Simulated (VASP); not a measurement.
A run of VASP 6.6.1 is set up as follows.

Contents of INCAR:

```
ALGO = Normal ; EDIFF = 1E-6
ENCUT = 600 ; GGA = PE
GGA_COMPAT = False ; ISIF = 2
ISMEAR = 0 ; LASPH = True
LCHARG = True ; LELF = True
LREAL = False ; LVHAR = True
LWAVE = False ; NBANDS = 24
NELM = 120 ; PREC = Accurate
SIGMA = 0.15
```

The input KPOINTS:

```
k-points
0
Gamma
  3 3 3
```

The input POSCAR:

```
KMgF3
1.0
    4.0515744381      0.0000000000      0.0000000000
    0.0000000000      4.0515744381      0.0000000000
    0.0000000000      0.0000000000      4.0515744381
K Mg F
1 1 3
Direct
    0.5000000000      0.5000000000      0.5000000000
    0.0000000000      0.0000000000      0.0000000000
    0.5000000000      0.0000000000      0.0000000000
    0.0000000000      0.5000000000      0.0000000000
    0.0000000000      0.0000000000      0.5000000000
```

Potentials or basis: VASP PAW PBE potentials, release 64 (K_sv, Mg, F).

The run is started by

```console
$ cat potpaw_PBE.64/K_sv/POTCAR potpaw_PBE.64/Mg/POTCAR potpaw_PBE.64/F/POTCAR > POTCAR
$ mpirun -np 1 vasp_std > vasp.out
```

Task: Estimate the band gap on the k mesh.

Result: 7.09 eV (least direct gap 7.27 eV).

Task: Estimate the pressure.

Result: -0.4 GPa.

Caveat: the k points lie up to 0.52 Å⁻¹ apart; an odd mesh through Γ misses points on the zone boundary, where band edges can lie.
